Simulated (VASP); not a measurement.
A run of VASP 6.6.1:

INCAR

```
SYSTEM = PbS
ALGO     = Normal         ! electronic algorithm
EDIFF    = 1E-6           ! SCF threshold, eV
ENCUT    = 520            ! plane-wave cutoff, eV
GGA      = PS             ! functional
ISIF     = 2              ! what is computed and relaxed
ISMEAR   = -1             ! smearing method
IVDW     = 13             ! dispersion correction
LASPH    = .True.         ! aspherical terms in the spheres
LCHARG   = .False.        ! write CHGCAR
LREAL    = .False.        ! projectors in reciprocal space
LWAVE    = .False.        ! write WAVECAR
NBANDS   = 28             ! bands
NELM     = 80             ! most SCF steps
PREC     = Accurate       ! precision mode
SIGMA    = 0.05           ! smearing width, eV
```

The input KPOINTS:

```
k-points
0
Gamma
  7 7 6
  0 0 0
```

The input POSCAR:

```
PbS
1.0
    2.0294628926     -5.6871455794      0.0000000000
    2.0294628926      5.6871455794      0.0000000000
    0.0000000000      0.0000000000      4.2167981756
Pb S
2 2
Direct
    0.1250068764      0.8749931236      0.2500000000
    0.8749931236      0.1250068764      0.7500000000
    0.3609720585      0.6390279415      0.2500000000
    0.6390279415      0.3609720585      0.7500000000
```

Potentials or basis: VASP PAW PBE potentials, release 64 (Pb_d, S).

The run is started by

```console
$ cat potpaw_PBE.64/Pb_d/POTCAR potpaw_PBE.64/S/POTCAR > POTCAR
$ mpirun -np 1 vasp_std > vasp.out
```

Hardware: 1 thread of Intel(R) Xeon(R) 6975P-C (Granite Rapids), with other jobs on the host.

How long does it take, and how much memory?

Run time: 65 s on 1 thread of Intel(R) Xeon(R) 6975P-C (Granite Rapids), on a shared host, peak memory 0.33 GiB. Counts: scf iterations 12, k points 64.
